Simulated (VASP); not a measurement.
# ZnSe (Stilleite) (F-43m) in VASP: notebook

ZnSe (Stilleite) is run at these levels: revPBE+D3(BJ), revPBE+D4; tasks: relaxation of cell and atoms.

Program: VASP 6.6.1. These are calculated values, not measurements. Logs are shortened: lines on timing, memory, paths and dates and some standing lists are left out, and cuts for length are marked.

## (1) The cell of the first run

The structure is cubic, space group F-43m (No. 216). Conventional cell: a = 5.668 Å, b = 5.668 Å, c = 5.668 Å, α = 90.00°, β = 90.00°, γ = 90.00°. Within 3.2 Å of Se (site symmetry -43m) lie 4 Zn at 2.45 Å. Zn (site symmetry -43m) has 4 Se at 2.45 Å within 3.2 Å.

## (2) Relaxation of cell and atoms, revPBE+D3(BJ)

Contents of INCAR:

```
SYSTEM = ZnSe
ALGO     = Normal         ! electronic algorithm
EDIFF    = 1E-6           ! SCF threshold, eV
EDIFFG   = -0.01          ! ionic threshold
ENCUT    = 600            ! plane-wave cutoff, eV
GGA      = RE             ! functional
IBRION   = 2              ! ionic algorithm
ISIF     = 3              ! what is computed and relaxed
ISMEAR   = -1             ! smearing method
IVDW     = 12             ! dispersion correction
LASPH    = .TRUE.         ! aspherical terms in the spheres
LCHARG   = .FALSE.        ! write CHGCAR
LREAL    = .FALSE.        ! projectors in reciprocal space
LWAVE    = .FALSE.        ! write WAVECAR
NELM     = 100            ! most SCF steps
NSW      = 60             ! ionic steps
PREC     = Accurate       ! precision mode
SIGMA    = 0.05           ! smearing width, eV
```

Contents of KPOINTS:

```
k-points
0
G
  8 8 8
  0 0 0
```

Contents of POSCAR:

```
ZnSe
1.0
    0.0000000000      2.8338000000      2.8338000000
    2.8338000000      0.0000000000      2.8338000000
    2.8338000000      2.8338000000      0.0000000000
Se Zn
1 1
Direct
    0.7500000000      0.7500000000      0.7500000000
    0.0000000000      0.0000000000      0.0000000000
```

Potentials or basis: VASP PAW PBE potentials, release 64 (Se, Zn).

Launch:

```console
> cat potpaw_PBE.64/Se/POTCAR potpaw_PBE.64/Zn/POTCAR > POTCAR
> mpirun -np 1 vasp_std > vasp.out
```

OUTCAR:

```text
SYSTEM = ZnSe
   EDIFF = 1E-6
   EDIFFG = -0.01
   ENCUT = 600
   GGA = RE
   IBRION = 2
   ISIF = 3
   ISMEAR = -1
   IVDW = 12
   LASPH = .TRUE.
   LREAL = .FALSE.
   NELM = 100
   NSW = 60
   PREC = Accurate
 IVDW          = 12

 ion  position               nearest neighbor table
   1  0.750  0.750  0.750-   2 2.45   2 2.45   2 2.45   2 2.45
   2  0.000  0.000  0.000-   1 2.45   1 2.45   1 2.45   1 2.45

  LATTYP: Found a face centered cubic cell.
 ALAT       =     5.6676000000

  Lattice vectors:

 A1 = (   0.0000000000,   2.8338000000,   2.8338000000)
 A2 = (   2.8338000000,   0.0000000000,   2.8338000000)
 A3 = (   2.8338000000,   2.8338000000,   0.0000000000)

Analysis of symmetry for initial positions (statically):
=====================================================================
 Subroutine PRICEL returns:
 Original cell was already a primitive cell.

 Routine SETGRP: Setting up the symmetry group for a
 face centered cubic supercell.

 Subroutine GETGRP returns: Found 24 space group operations
 (whereof 24 operations were pure point group operations)
 out of a pool of 48 trial point group operations.

The static configuration has the point symmetry T_d .

Analysis of symmetry for dynamics (positions and initial velocities):
=====================================================================
 Subroutine PRICEL returns:
 Original cell was already a primitive cell.

 Routine SETGRP: Setting up the symmetry group for a
 face centered cubic supercell.

 Subroutine GETGRP returns: Found 24 space group operations
 (whereof 24 operations were pure point group operations)
 out of a pool of 48 trial point group operations.

The dynamic configuration has the point symmetry T_d .

 Subroutine INISYM returns: Found 24 space group operations
 (whereof 24 operations are pure point group operations),
 and found     1 'primitive' translations

----------------------------------------------------------------------------------------

                                     Primitive cell

  volume of cell :      45.5132

  direct lattice vectors                    reciprocal lattice vectors
     0.000000000  2.833800000  2.833800000    -0.176441527  0.176441527  0.176441527
     2.833800000  0.000000000  2.833800000     0.176441527 -0.176441527  0.176441527
     2.833800000  2.833800000  0.000000000     0.176441527  0.176441527 -0.176441527

  length of vectors
     4.007598393  4.007598393  4.007598393     0.305605690  0.305605690  0.305605690

  position of ions in fractional coordinates (direct lattice)
     0.750000000  0.750000000  0.750000000
     0.000000000  0.000000000  0.000000000

  ion indices of the primitive-cell ions
   primitive index   ion index
                 1           1
                 2           2

----------------------------------------------------------------------------------------

 KPOINTS: k-points

Automatic generation of k-mesh.
 Grid dimensions read from file:
 generate k-points for:    8    8    8

 Generating k-lattice:

  Cartesian coordinates                     Fractional coordinates (reciprocal lattice)
    -0.022055191  0.022055191  0.022055191     0.125000000  0.000000000  0.000000000
     0.022055191 -0.022055191  0.022055191     0.000000000  0.125000000  0.000000000
     0.022055191  0.022055191 -0.022055191     0.000000000  0.000000000  0.125000000

  Length of vectors
     0.038200711  0.038200711  0.038200711

  Shift w.r.t. Gamma in fractional coordinates (k-lattice)
     0.000000000  0.000000000  0.000000000

 Subroutine IBZKPT returns following result:
 ===========================================

 Found     29 irreducible k-points:

 Following reciprocal coordinates:
            Coordinates               Weight
  0.000000  0.000000  0.000000      1.000000
  0.125000  0.000000  0.000000      8.000000
  0.250000  0.000000  0.000000      8.000000
  0.375000  0.000000  0.000000      8.000000
  0.500000  0.000000  0.000000      4.000000
  0.125000  0.125000  0.000000      6.000000
[... 16 lines left out ...]
  0.500000  0.250000  0.125000     48.000000
 -0.375000  0.250000  0.125000     24.000000
 [... further k-points ...]
   k-points           NKPTS =     29   k-points in BZ     NKDIM =     29   number of bands    NBANDS=     13
   number of dos      NEDOS =    301   number of ions     NIONS =      2
   total plane-waves  NPLWV =  32768
   dimension x,y,z NGX =    32 NGY =   32 NGZ =   32
   dimension x,y,z NGXF=    64 NGYF=   64 NGZF=   64
   ions per type =               1   1
   NGX,Y,Z   is equivalent  to a cutoff of  13.27, 13.27, 13.27 a.u.
   NGXF,Y,Z  is equivalent  to a cutoff of  26.55, 26.55, 26.55 a.u.
 SYSTEM =  ZnSe
   PREC   = accura    normal or accurate (medium, high low for compatibility)
   ISTART =      0    job   : 0-new  1-cont  2-samecut
   ICHARG =      2    charge: 1-file 2-atom 10-const
   ISPIN  =      1    spin polarized calculation?
   LNONCOLLINEAR =      F non collinear calculations
   LSORBIT =      F    spin-orbit coupling
   LASPH  =      T    aspherical Exc in radial PAW
   ENCUT  =  600.0 eV  44.10 Ry    6.64 a.u.   8.00  8.00  8.00*2*pi/ulx,y,z
   NELM   =    100;   NELMIN=  2; NELMDL= -5     # of ELM steps
   EDIFF  = 0.1E-05   stopping-criterion for ELM
   LREAL  =      F    real-space projection
   EDIFFG = -.1E-01   stopping-criterion for IOM
   NSW    =     60    number of steps for IOM
   IBRION =      2    ionic relax: 0-MD 1-quasi-New 2-CG
   NFREE  =      1    steps in history (QN), initial steepest desc. (CG)
   ISIF   =      3    stress and relaxation
   ISYM   =      2    0-nonsym 1-usesym 2-fastsym
   POTIM  = 0.5000    time-step for ionic-motion
   TEBEG  =    0.0;   TEEND  =   0.0 temperature during run
   PSTRESS=    0.0 pullay stress
   NELECT =      18.0000    total number of electrons
   NUPDOWN=      -1.0000    fix difference up-down
   EMIN   =  10.00;   EMAX   =-10.00  energy-range for DOS
   EFERMI =   0.00;   METHOD = LEGACY
   ISMEAR =    -1;   SIGMA  =   0.05  broadening in eV -4-tet -1-fermi 0-gaus
   EFERMI_NEDOS =   21; number of points for ismear=-14 and -15
   IALGO  =     38    algorithm
   IMIX   =      4    mixing-type and parameters
     AMIX     =   0.40;   BMIX     =  1.00
     AMIX_MAG =   1.60;   BMIX_MAG =  1.00
  volume/ion in A,a.u.               =      22.76       153.57
  Fermi-wavevector in a.u.,A,eV,Ry     =   1.201673  2.270834 19.647073  1.444019
  Thomas-Fermi vector in A             =   2.337476
   LORBIT       =      0    0 simple, 1 ext, 2 COOP (PROOUT), +10 PAW based schemes
   GGA     = RE    functional components
   LHFCALC =     F    Hartree Fock is set to
   AEXX    =    0.0000 exact exchange contribution
   IVDW    =    12    specifies the selected vdW correction
   LEPSILON=     F    determine dielectric tensor
   LRPA    =     F    only Hartree local field effects (RPA)
 conjugate gradient relaxation of ions
 non-spin polarized calculation
  energy-cutoff  :      600.00
  volume of cell :       45.51
 maximum number of plane-waves:      1540
   NGX = 17   NGY = 17   NGZ = 17

--------------------------------------- Ionic step        1  -------------------------------------------

 number of electron      17.9999991 magnetization

 Free energy of the ion-electron system (eV)
  ---------------------------------------------------
  ext. energy  EPLUGINS =         0.00000000
  ---------------------------------------------------
  free energy    TOTEN  =        -5.43732589 eV

  energy without entropy =       -5.43732588  energy(sigma->0) =       -5.43732589

------------------------ aborting loop because EDIFF is reached ----------------------------------------

 Edisp (eV)   -1.25320

 E8    (eV) :    -0.8623

  FORCE on cell =-STRESS in cart. coord.  units (eV):
  Direction    XX          YY          ZZ          XY          YZ          ZX
  --------------------------------------------------------------------------------------
  -------------------------------------------------------------------------------------
  Total      -0.30998    -0.30998    -0.30998     0.00000     0.00000     0.00000
  in kB     -10.91191   -10.91191   -10.91191     0.00000     0.00000     0.00000
  external pressure =      -10.91 kB  Pullay stress =        0.00 kB
[... 61 lines left out ...]
  energy  without entropy=       -6.6931577197  energy(sigma->0) =       -6.69315772

--------------------------------------- Ionic step        3  -------------------------------------------

 number of electron      17.9999985 magnetization

 Free energy of the ion-electron system (eV)
  ---------------------------------------------------
  ext. energy  EPLUGINS =         0.00000000
  ---------------------------------------------------
  free energy    TOTEN  =        -5.41417156 eV

  energy without entropy =       -5.41417156  energy(sigma->0) =       -5.41417156

 E-fermi :   2.6271     XC(G=0):  -9.2549

 val. band max:        1.8523189668   @ k =   0.0000   0.0000   0.0000
 cond. band min:       3.3332436427   @ k =   0.0000   0.0000   0.0000
 fundamental gap:      1.4809246759
 Fermi energy:         2.6270710466

 k-point     1 :       0.0000    0.0000    0.0000
  band No.  band energies     occupation
      1     -11.4956      2.00000
      2      -4.7301      2.00000
      3      -4.7301      2.00000
      4      -4.7301      2.00000
      5      -4.3414      2.00000
      6      -4.3414      2.00000
      7       1.8523      2.00000
      8       1.8523      2.00000
      9       1.8523      2.00000
     10       3.3332      0.00000
     11       7.6856      0.00000
     12       7.6856      0.00000
     13       7.6856      0.00000
[... 353 lines left out ...]
 k-point    24 :      -0.3750    0.2500    0.1250
  band No.  band energies     occupation
      1     -10.5422      2.00000
      2      -4.6230      2.00000
      3      -4.5830      2.00000
      4      -4.3754      2.00000
      5      -4.3342      2.00000
      6      -4.1235      2.00000
      7      -3.1103      2.00000
      8      -0.5964      2.00000
      9       0.3517      2.00000
     10       6.1964      0.00000
     11       7.4691      0.00000
     12       9.3593      0.00000
     13      10.6619      0.00000

 [... further k-points ...]

------------------------ aborting loop because EDIFF is reached ----------------------------------------

 Edisp (eV)   -1.27919

 E8    (eV) :    -0.8806

  FORCE on cell =-STRESS in cart. coord.  units (eV):
  Direction    XX          YY          ZZ          XY          YZ          ZX
  --------------------------------------------------------------------------------------
  -------------------------------------------------------------------------------------
  Total       0.01462     0.01462     0.01462    -0.00000     0.00000     0.00000
  in kB       0.52380     0.52380     0.52380    -0.00000     0.00000     0.00000
  external pressure =        0.52 kB  Pullay stress =        0.00 kB
[... 17 lines left out ...]
  FREE ENERGIE OF THE ION-ELECTRON SYSTEM (eV)
  ---------------------------------------------------
  free  energy   TOTEN  =        -6.6933591597 eV

  energy  without entropy=       -6.6933591551  energy(sigma->0) =       -6.69335916

 reached required accuracy - stopping structural energy minimisation
```

Run time: 34 s. Hardware: 1 thread of Intel Xeon 6975P-C (Granite Rapids), shared host; peak memory 0.2 GiB.

What came out:

- Free energy: -6.6934 eV
- Relaxed volume: 22.35 Å³/atom
- Relaxed cell: a = 3.984 Å, b = 3.984 Å, c = 3.984 Å, α = 60.00°, β = 60.00°, γ = 60.00°
- Space group after relaxing (to 0.05 Å): F-43m (No. 216)
- Energy gained by relaxing: 1.4 meV/atom
- Ionic steps: 3
- Pressure after relaxing: 0.1 GPa
- Band gap on the k mesh: 1.48 eV, direct
- Dispersion energy per atom: -0.640 eV

The path:
| step | energy change (eV) | largest force (eV/Å) | pressure (GPa) | volume (Å³) |
| --- | --- | --- | --- | --- |
| 1 | 0.0000 | 0.0000 | -1.09 | 45.51 |
| 2 | -0.0026 | 0.0000 | 0.31 | 44.50 |
| 3 | -0.0028 | 0.0000 | 0.05 | 44.70 |

Final structure:
```
Se Zn
1.0
     0.00000    2.81692    2.81692
     2.81692    0.00000    2.81692
     2.81692    2.81692    0.00000
Se Zn
1 1
Direct
  0.75000 0.75000 0.75000
  0.00000 0.00000 0.00000
```

Caveat: the PAW data sets were made with another functional, which shifts forces and pressure a little.

## (3) Relaxation of cell and atoms, revPBE+D4

Contents of INCAR:

```
PREC = Accurate
ENCUT = 600
EDIFF = 1E-7
ISMEAR = -1
SIGMA = 0.05
LREAL = F
LASPH = T
NELM = 80
ALGO = Normal
ISIF = 3
LWAVE = F
LCHARG = F
GGA = RE
IVDW = 13
IBRION = 2
NSW = 60
EDIFFG = -0.01
```

Contents of KPOINTS:

```
Automatic mesh
0
Gamma
  8 8 8
```

POSCAR is that of step 2.

Potentials or basis: VASP PAW PBE potentials, release 64 (Se, Zn).

Launch:

```console
> cat potpaw_PBE.64/Se/POTCAR potpaw_PBE.64/Zn/POTCAR > POTCAR
> mpirun -np 1 vasp_std > vasp.out
```

Wall time 34 s (1 thread of Intel Xeon 6975P-C (Granite Rapids), shared host); peak memory 0.2 GiB.

Results (log left out):

```
Free energy                            : -6.5385 eV
Relaxed volume                         : 22.55 Å³/atom
Relaxed cell                           : a = 3.995 Å, b = 3.995 Å, c = 3.995 Å, α = 60.00°, β = 60.00°, γ = 60.00°
Space group after relaxing (to 0.05 Å) : F-43m (No. 216)
Energy gained by relaxing              : 0.4 meV/atom
Ionic steps                            : 3
Pressure after relaxing                : 0.0 GPa
Band gap on the k mesh                 : 1.45 eV, direct
Dispersion energy per atom             : -0.556 eV
```

The path:
| step | energy change (eV) | largest force (eV/Å) | pressure (GPa) | volume (Å³) |
| --- | --- | --- | --- | --- |
| 1 | 0.0000 | 0.0000 | -0.56 | 45.51 |
| 2 | -0.0007 | 0.0000 | 0.16 | 44.99 |
| 3 | -0.0007 | 0.0000 | 0.01 | 45.10 |

Final structure:
```
Se Zn
1.0
     0.00000    2.82512    2.82512
     2.82512    0.00000    2.82512
     2.82512    2.82512    0.00000
Se Zn
1 1
Direct
  0.75000 0.75000 0.75000
  0.00000 0.00000 0.00000
```

Levels at points of the mesh, in eV from the valence-band top:
```tsv
k point	band 5	band 6	band 7	band 8	band 9	band 10	band 11	band 12	band 13
(0.00, 0.00, 0.00)	-6.17	-6.17	0.00	0.00	0.00	1.45	5.84	5.84	5.84
(0.50, 0.00, 0.00)	-6.15	-6.01	-5.25	-0.88	-0.88	2.65	6.42	6.42	8.75
(0.50, 0.50, 0.00)	-6.12	-5.98	-4.76	-2.21	-2.21	3.07	3.53	10.93	11.38
```

Caveat: the PAW data sets were made with another functional, which shifts forces and pressure a little. revPBE gaps usually lie below the measured ones, often by a third to a half.
